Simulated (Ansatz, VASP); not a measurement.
## BC in VASP and in Ansatz

```
B C
1.0
    -3.15694    3.15694    1.71809
     3.15694   -3.15694    1.71809
     3.15694    3.15694   -1.71809
B C
4 4
Direct
  0.76043 0.76043 0.00000
  0.51043 0.01043 0.50000
  0.23957 0.23957 0.00000
  0.98957 0.48957 0.50000
  0.65012 0.65012 0.30023
  0.34988 0.34988 0.69977
  0.40012 0.59988 0.50000
  0.09988 0.90012 0.50000
```

Alike in both runs: functional PBE; k mesh 6 × 6 × 6; occupations gaussian, width 0.1 eV; no spin polarisation.

Ansatz relaxed the structure, and its values are those at the end. VASP's run is a single point on that final structure, the one shown.

|  | VASP | Ansatz |
| --- | --- | --- |
| version | VASP 6.6.1 | Ansatz 0.2.0 |
| potentials or method | VASP PAW PBE potentials, release 64 (B, C), cutoff 520 eV | scalar-relativistic, plane waves, PAW |
| valence electrons in the cell | 28 | 28 |

Ansatz gave:

```
gap on the k mesh at the Fermi level (eV) : none
pressure (GPa)                            : 0.1
rms of the force components (eV/Å)        : 0.005
```

Which values does VASP return?

gap on the k mesh at the Fermi level (eV): none; pressure (GPa): 0.2; rms of the force components (eV/Å): 0.001.

A gap of «none» marks a metal or a gap that the smearing closes.
